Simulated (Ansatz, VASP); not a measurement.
Mo: VASP beside Ansatz

```xyz
1
Lattice="-1.5710 1.5710 1.6103 1.5710 -1.5710 1.6103 1.5710 1.5710 -1.6103" Properties=species:S:1:pos:R:3 pbc="T T T"
Mo    0.0000    0.0000    0.0000
```

Change from the starting cell: strain +0.0250 x Voigt [0, 0, 1, 0, 0, 0], atoms carried along.

Alike in both runs: task single point; functional PBE; k mesh 22 × 22 × 22; occupations gaussian, width 0.15 eV; no spin polarisation.

```csv
,VASP,Ansatz
version,VASP 6.6.1,Ansatz 0.2.0
potentials or method,"VASP PAW PBE potentials, release 64 (Mo_sv), cutoff 520 eV","scalar-relativistic, plane waves, PAW"
valence electrons in the cell,14,14
```

VASP gave:

| Item | Value |
| --- | --- |
| gap on the k mesh at the Fermi level (eV) | none |
| pressure (GPa) | -1.1 |
| traceless stress, the component that is largest in VASP (GPa) | -4.73 |

Question: Estimate Ansatz's values.

Answer: gap on the k mesh at the Fermi level (eV): none; pressure (GPa): -1.6; traceless stress, the component that is largest in VASP (GPa): -4.73.

A gap of «none» marks a metal or a gap that the smearing closes. With one functional, cell and mesh, what is left measures potentials, basis and numerics.
